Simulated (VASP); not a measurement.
Write the native input for VASP 6.6.1 that does the following.

```yaml
Task: single point
Functional: RPBE
Potentials_or_basis: VASP PAW PBE potentials, release 64 (Sn_d, S)
Cutoff: 500 eV
k_mesh: 12 × 12 × 4
Occupations: gaussian, width 0.01 eV
Spin: no spin polarisation
Dipole_correction: no
Further_INCAR_settings: ALGO = Normal; EDIFF = 1e-06; NBANDS = 20
```

The structure of SnS2 lies in POSCAR:

```
SnS2
1.0
    3.7396893287      0.0000000000      0.0000000000
   -1.8698446643      3.2386659609      0.0000000000
    0.0000000000      0.0000000000      7.7229933274
Sn S
1 2
Direct
    0.0000000000      0.0000000000      0.0000000000
    0.3333333333      0.6666666667      0.1915795990
    0.6666666667      0.3333333333      0.8084204010
```

The input as run:

INCAR

```
PREC = Accurate ; ENCUT = 500
EDIFF = 1E-6 ; ISMEAR = 0
SIGMA = 0.01 ; LREAL = F
LASPH = T ; NELM = 120
ALGO = Normal ; ISIF = 2
LWAVE = F ; LCHARG = F
GGA = RP ; NBANDS = 20
GGA_COMPAT = F
```

KPOINTS

```
Automatic mesh
0
Gamma
  12 12 4
```

Potentials or basis: VASP PAW PBE potentials, release 64 (Sn_d, S).

Run with:

```bash
$ cat potpaw_PBE.64/Sn_d/POTCAR potpaw_PBE.64/S/POTCAR > POTCAR
$ mpirun -np 1 vasp_std > vasp.out
```

It gave:

```
Pressure               : -0.1 GPa
Largest force          : 0.006 eV/Å
Band gap on the k mesh : 1.61 eV (least direct gap 1.83 eV)
```

Caveat: the PAW data sets were made with another functional, which shifts forces and pressure a little; spin-orbit coupling is left out, which moves the levels of the heavy elements; this functional lacks dispersion, which binds the layers, so the pressure and a relaxed spacing across them are unreliable.

Run time: 39 s on 1 thread of Intel(R) Xeon(R) 6975P-C (Granite Rapids), with other jobs on the host, peak memory 0.26 GiB.
